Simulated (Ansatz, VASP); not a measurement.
SnSe2: VASP beside Ansatz

```
Sn Se
1.0
     5.26719    0.00000    0.00000
     0.00000    5.26719    0.00000
     0.00000    0.00000    6.04811
Sn Se
1 2
Direct
  0.00000 0.00000 0.50000
  0.50000 0.00000 0.50000
  0.00000 0.50000 0.50000
```

Alike in both runs: task relaxation of cell and atoms; functional PBE; k mesh 10 × 10 × 8; occupations gaussian, width 0.1 eV; no spin polarisation.

|  | VASP | Ansatz |
| --- | --- | --- |
| version | VASP 6.6.1 | Ansatz 0.2.0 |
| potentials or method | VASP PAW PBE potentials, release 64 (Sn_d, Se), cutoff 600 eV | scalar-relativistic, plane waves, PAW |
| valence electrons in the cell | 26 | 46 |

|  | VASP | Ansatz | Ansatz less VASP |
| --- | --- | --- | --- |
| gap on the k mesh at the Fermi level, each at its own relaxed structure (eV) | none | none | - |
| relaxed volume (Å³/atom) | 55.93 | 55.93 | 0.000 |
| relaxed length of the cell vector where the two differ most in proportion (Å) | 5.267 | 5.267 | 0.0000 |

A gap of «none» marks a metal or a gap that the smearing closes. VASP's potentials hold 26 valence electrons a cell and Ansatz's 46, so a difference there can come from the potentials and not from the codes. Ansatz's warnings: xc potential rough in thin density.

Noted on VASP's run: the relaxation stopped at its first step, so nothing moved.
